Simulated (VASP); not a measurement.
Input of a VASP 6.6.1 run:

File INCAR:

```
SYSTEM = PbSe
ALGO     = Normal         ! electronic algorithm
EDIFF    = 1E-6           ! SCF threshold, eV
ENCUT    = 520            ! plane-wave cutoff, eV
GGA      = CA             ! functional
ISIF     = 2              ! what is computed and relaxed
ISMEAR   = 0              ! smearing method
LASPH    = .True.         ! aspherical terms in the spheres
LCHARG   = .False.        ! write CHGCAR
LREAL    = .False.        ! projectors in reciprocal space
LWAVE    = .False.        ! write WAVECAR
NBANDS   = 17             ! bands
NELM     = 60             ! most SCF steps
PREC     = Accurate       ! precision mode
SIGMA    = 0.03           ! smearing width, eV
```

Contents of KPOINTS:

```
k-points
0
Gamma
  10 10 10
  0 0 0
```

File POSCAR:

```
PbSe
1.0
    0.0000000000      3.1041024735      2.9799383745
    3.1041024735      0.0000000000      2.9799383745
    3.1041024735      3.1041024735      0.0000000000
Pb Se
1 1
Direct
    0.0000000000      0.0000000000      0.0000000000
    0.5000000000      0.5000000000      0.5000000000
```

Potentials or basis: VASP PAW LDA potentials, release 64 (Pb_d, Se).

The run is started by

```sh
$ cat potpaw_LDA.64/Pb_d/POTCAR potpaw_LDA.64/Se/POTCAR > POTCAR
$ mpirun -np 1 vasp_std > vasp.out
```

(1) Predict the band gap on the k mesh.

(2) What does it give for the pressure?

## Answers

(1) 0.12 eV.

(2) -1.8 GPa.

Caveat: spin-orbit coupling is left out, which moves the levels of the heavy elements.
